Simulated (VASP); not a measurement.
Runs of VASP 6.6.1 on CoSi (rocksalt type). The structure is that of space group Fm-3m (No. 225), or close to it. The cells are those of the table. 

```tsv
task	cell	gap on the mesh (eV)	pressure (GPa)
single point	a = 2.683 Å, angles 60.0°, 2 atoms	none	368.7
single point	a = 2.935 Å, angles 60.0°, 2 atoms	none	(a)
single point	a = 2.822 Å, angles 60.0°, 2 atoms	none	(b)
relaxation of cell and atoms	relaxed from a = 3.242 Å, angles 60.0°, 2 atoms	none	-0.1
single point	a = 3.207 Å, angles 60.0°, 2 atoms	none	12.0
single point	a = 3.040 Å, angles 60.0°, 2 atoms	none	62.1
```

Alike in all rows: level r2SCAN; potentials or basis VASP PAW PBE potentials, release 64 (Co, Si); no spin polarisation; k mesh 14 × 14 × 14; cutoff (eV) 660; smearing fermi-dirac 0.1 eV.

**Question.** Estimate the missing entries.

**Answer.** (a) 114.7; (b) 200.3.

Caveats: the PAW data sets were made with another functional, which shifts forces and pressure a little.

A gap of «none» marks levels without a gap at the run's occupations.
